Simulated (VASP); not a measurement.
Wanted: the native input for a VASP 6.6.1 run.

* Task: single point
* Functional: r2SCAN
* Potentials or basis: VASP PAW PBE potentials, release 64 (Pd)
* Cutoff: 550 eV
* k mesh: 13 × 13 × 13
* Occupations: fermi-dirac, width 0.1 eV
* Spin: no spin polarisation
* Dipole correction: no
* Further INCAR settings: ALGO = Normal; EDIFF = 1e-06; NBANDS = 11

Crystal: Pd.

```
CELL_PARAMETERS angstrom
0.00000 1.93950 1.93950
1.93950 0.00000 1.93950
1.93950 1.93950 0.00000
ATOMIC_POSITIONS crystal
Pd 0.00000 0.00000 0.00000
```

One way to write it, as run:

POSCAR

```
Pd
1.0
    0.0000000000      1.9395000000      1.9395000000
    1.9395000000      0.0000000000      1.9395000000
    1.9395000000      1.9395000000      0.0000000000
Pd
1
Direct
    0.0000000000      0.0000000000      0.0000000000
```

INCAR.step1

```
PREC = Accurate
ENCUT = 550
ISMEAR = -1
SIGMA = 0.1
LREAL = False
LASPH = True
NELM = 120
NBANDS = 11
GGA = PE
ALGO = Normal
EDIFF = 1E-5
LWAVE = True
LCHARG = False
GGA_COMPAT = False
```

INCAR.step2

```
PREC = Accurate
ENCUT = 550
EDIFF = 1E-6
ISMEAR = -1
SIGMA = 0.1
LREAL = False
LASPH = True
NELM = 120
ALGO = Normal
ISIF = 2
LWAVE = False
LCHARG = False
METAGGA = R2SCAN
LMIXTAU = True
NBANDS = 11
ISTART = 1
GGA_COMPAT = False
```

KPOINTS

```
regular mesh
0
Gamma
  13 13 13
```

Potentials or basis: VASP PAW PBE potentials, release 64 (Pd).

The run is started by

```sh
$ cat potpaw_PBE.64/Pd/POTCAR > POTCAR
$ cp INCAR.step1 INCAR
$ mpirun -np 1 vasp_std > vasp.out
$ cp INCAR.step2 INCAR
$ mpirun -np 1 vasp_std > vasp.out
```

Results of the run:

The pressure is 5.5 GPa and the band gap on the k mesh is zero (band 5 reaches 10.07 eV, above the bottom of band 6 at 8.41 eV).

Caveat: the PAW data sets were made with another functional, which shifts forces and pressure a little.

Wall time 83 s on 1 thread of Intel Xeon 8259CL, on a shared host, peak memory 0.15 GiB.
